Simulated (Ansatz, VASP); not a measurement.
# One calculation of AlN, two programs

Contents of INCAR:

```
SYSTEM = AlN
PREC     = Accurate       ! precision mode
ENCUT    = 520            ! plane-wave cutoff, eV
EDIFF    = 1E-7           ! SCF threshold, eV
ISMEAR   = 0              ! smearing method
SIGMA    = 0.05           ! smearing width, eV
LREAL    = .FALSE.        ! projectors in reciprocal space
LASPH    = .TRUE.         ! aspherical terms in the spheres
NELM     = 80             ! most SCF steps
ALGO     = Normal         ! electronic algorithm
ISIF     = 2              ! what is computed and relaxed
LWAVE    = .FALSE.        ! write WAVECAR
LCHARG   = .FALSE.        ! write CHGCAR
GGA      = PS             ! functional
NBANDS   = 11             ! bands
```

File KPOINTS:

```
regular mesh
0
G
  10 10 10
  0 0 0
```

Contents of POSCAR:

```
AlN
1.0
    0.0000000000      2.0864464112      2.2397618115
    2.2397618115      0.0000000000      2.2397618115
    2.2397618115      2.0864464112      0.0000000000
Al N
1 1
Direct
   -0.0045066557      0.0045066557      0.0045066557
    0.7586811240      0.7413188760      0.7413188760
```

Input for Ansatz:

```yaml
crystal:
  lattice:
    - [0.0, 2.0864464112, 2.2397618115]
    - [2.2397618115, 0.0, 2.2397618115]
    - [2.2397618115, 2.0864464112, 0.0]
  atoms:
    - { symbol: Al, position: [-0.0045066557, 0.0045066557, 0.0045066557] }
    - { symbol: "N", position: [0.758681124, 0.741318876, 0.741318876] }
basis:
  ecutwfc: 520.0
kpoints:
  mp_grid: { grid: [10, 10, 10] }
hamiltonian:
  xc: pbesol
  pseudopotentials: { kind: paw, azcp: { folder: soft_1 } }
scf:
  occupations: { method: gaussian, width: 0.05 }
output:
  forces: true
  stress: true
  eigenvalues: true
  write_density: true
  write_potential: true
  elf: true
  volumetric_format: npy
```

Change from the starting cell: mode 4 frozen in at -0.038 Å, strain +e along z and -e/2 along x and y -0.0467.

Alike in both runs: task single point; functional PBEsol; k mesh 10 × 10 × 10; occupations gaussian, width 0.05 eV; no spin polarisation.

|  | VASP | Ansatz |
| --- | --- | --- |
| version | VASP 6.6.1 | Ansatz 0.2.0 |
| potentials or method | VASP PAW PBE potentials, release 64 (Al, N), cutoff 520 eV | scalar-relativistic, plane waves, PAW |
| valence electrons in the cell | 8 | 8 |

VASP gave:

| Quantity | Value |
| --- | --- |
| gap on the k mesh at the Fermi level (eV) | 2.77 |
| least direct gap on the mesh (eV) | 3.82 |
| pressure (GPa) | 0.4 |
| traceless stress, the component that is largest in VASP (GPa) | 4.93 |
| rms of the force components (eV/Å) | 0.502 |

Task: Estimate Ansatz's values.

Result: gap on the k mesh at the Fermi level (eV): 2.78; least direct gap on the mesh (eV): 3.81; pressure (GPa): 0.4; traceless stress, the component that is largest in VASP (GPa): 4.92; rms of the force components (eV/Å): 0.498.

VASP's potentials were made for PBE, not for PBEsol, and Ansatz warns of the same on its side. Atom by atom the forces differ by 0.004 eV/Å (rms over components).
